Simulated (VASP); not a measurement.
**B: single point with PBE-based screened hybrid with 25 % exact exchange**

B:

```
CELL_PARAMETERS angstrom
2.37204 0.00000 0.00000
0.00000 2.37204 0.00000
0.00000 0.00000 1.57901
ATOMIC_POSITIONS crystal
B 0.50000 0.50000 0.50000
```

* Program: VASP 6.6.1
* Task: single point
* Functional: PBE-based screened hybrid with 25 % exact exchange
* Potentials or basis: VASP PAW PBE potentials, release 64 (B)
* Cutoff: 520 eV
* k mesh: 6 × 6 × 8
* Occupations: fermi-dirac, width 0.05 eV
* Spin: no spin polarisation
* Dipole correction: no
* Grid for exact exchange (PRECFOCK): Normal
* Share of exact exchange: 0.25
* Further INCAR settings: ALGO = Normal; EDIFF = 1e-07; NBANDS = 8
* Screening parameter: 0.3 1/Å

```yaml
Pressure: -0.1 GPa
Band_gap_on_the_k_mesh: zero (an odd number of electrons rules out a gap without spin polarisation)
```

Stress tensor (GPa, compression positive):
```
-0.03  0.00  0.00
 0.00 -0.03  0.00
 0.00  0.00 -0.14
```

Levels at points of the mesh, in eV from the Fermi level:
```
           k point  band 1  band 2  band 3  band 4  band 5  band 6
(0.00, 0.00, 0.00)  -15.26    5.26    5.26   14.98   15.94   28.85
(0.50, 0.00, 0.00)  -10.27   -7.76    7.20   20.58   20.70   23.19
(0.50, 0.50, 0.00)   -5.17   -4.27   -4.27    5.59   30.20   36.82
(0.00, 0.00, 0.50)   -6.44    2.46   15.22   15.22   22.42   27.79
(0.50, 0.00, 0.50)   -4.35    5.64    8.16   11.79   16.49   30.23
(0.50, 0.50, 0.50)   -2.61    8.18    8.18   14.86   16.25   16.25
```

Run time: 89 s on 1 thread of Intel(R) Xeon(R) 6975P-C (Granite Rapids), on a shared host, peak memory 0.2 GiB.

Caveat: the k points lie up to 0.50 Å⁻¹ apart, too coarse for converged energies and pressures of a metal; the PAW data sets were made with another functional, which shifts forces and pressure a little.
